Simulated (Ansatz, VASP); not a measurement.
CdSiP2: VASP beside Ansatz

The input POSCAR:

```
CdSiP2
1.0
   -2.9026900344      2.9026900344      5.3448734125
    2.9026900344     -2.9026900344      5.3448734125
    2.9026900344      2.9026900344     -5.3448734125
Cd Si P
2 2 4
Direct
    0.7500000000      0.2500000000      0.5000000000
    0.0000000000      0.0000000000      0.0000000000
    0.5000000000      0.5000000000      0.0000000000
    0.2500000000      0.7500000000      0.5000000000
    0.8750000000      0.8288409876      0.4538409876
    0.1711590124      0.6250000000      0.0461590124
    0.3750000000      0.4211590124      0.5461590124
    0.5788409876      0.1250000000      0.9538409876
```

INCAR.step1

```
SYSTEM = CdSiP2
ALGO = Normal ; EDIFF = 1E-5
ENCUT = 550 ; GGA = PE
GGA_COMPAT = .False. ; ISMEAR = 0
LASPH = .True. ; LCHARG = .False.
LREAL = .False. ; LWAVE = .True.
NBANDS = 36 ; NELM = 120
PREC = Accurate ; SIGMA = 0.01
```

The input INCAR.step2:

```
SYSTEM = CdSiP2
ALGO = Normal ; EDIFF = 1E-6
ENCUT = 550 ; GGA_COMPAT = .False.
ISIF = 2 ; ISMEAR = 0
ISTART = 1 ; LASPH = .True.
LCHARG = .False. ; LMIXTAU = .True.
LREAL = .False. ; LWAVE = .False.
METAGGA = R2SCAN ; NBANDS = 36
NELM = 120 ; PREC = Accurate
SIGMA = 0.01
```

Contents of KPOINTS:

```
k-points
0
Gamma
  6 6 6
  0 0 0
```

Input for Ansatz:

```yaml
crystal:
  lattice:
    - [-2.9026900344, 2.9026900344, 5.3448734125]
    - [2.9026900344, -2.9026900344, 5.3448734125]
    - [2.9026900344, 2.9026900344, -5.3448734125]
  atoms:
    - { symbol: Cd, position: [0.75, 0.25, 0.5] }
    - { symbol: Cd, position: [0.0, 0.0, 0.0] }
    - { symbol: Si, position: [0.5, 0.5, 0.0] }
    - { symbol: Si, position: [0.25, 0.75, 0.5] }
    - { symbol: P, position: [0.875, 0.8288409876, 0.4538409876] }
    - { symbol: P, position: [0.1711590124, 0.625, 0.0461590124] }
    - { symbol: P, position: [0.375, 0.4211590124, 0.5461590124] }
    - { symbol: P, position: [0.5788409876, 0.125, 0.9538409876] }
kpoints:
  mp_grid: { grid: [6, 6, 6] }
hamiltonian:
  xc: r2scan
scf:
  occupations: { method: fixed }
  n_extra_bands: 6
output:
  forces: true
  stress: true
  eigenvalues: true
```

Alike in both runs: task single point; functional r2SCAN; k mesh 6 × 6 × 6; no spin polarisation.

```csv
,VASP,Ansatz
version,VASP 6.6.1,Ansatz 0.2.0
potentials or method,"VASP PAW PBE potentials, release 64 (Cd, Si, P)","plane waves, PAW"
plane-wave cutoff (eV),550,500
occupations,"gaussian, width 0.01 eV",fixed
valence electrons in the cell,52,68
```

```csv
,VASP,Ansatz,Ansatz less VASP
gap on the k mesh at the Fermi level (eV),1.71,1.70,-0.005
pressure (GPa),-4.4,-4.3,+0.09
"traceless stress, the component that is largest in VASP (GPa)",0.14,0.14,-0.007
rms of the force components (eV/Å),0.058,0.038,-0.0197
```

VASP's potentials were made for PBE, not for r2SCAN. Atom by atom the forces differ by 0.020 eV/Å (rms over components). VASP's potentials hold 52 valence electrons a cell and Ansatz's 68, so a difference there can come from the potentials and not from the codes.
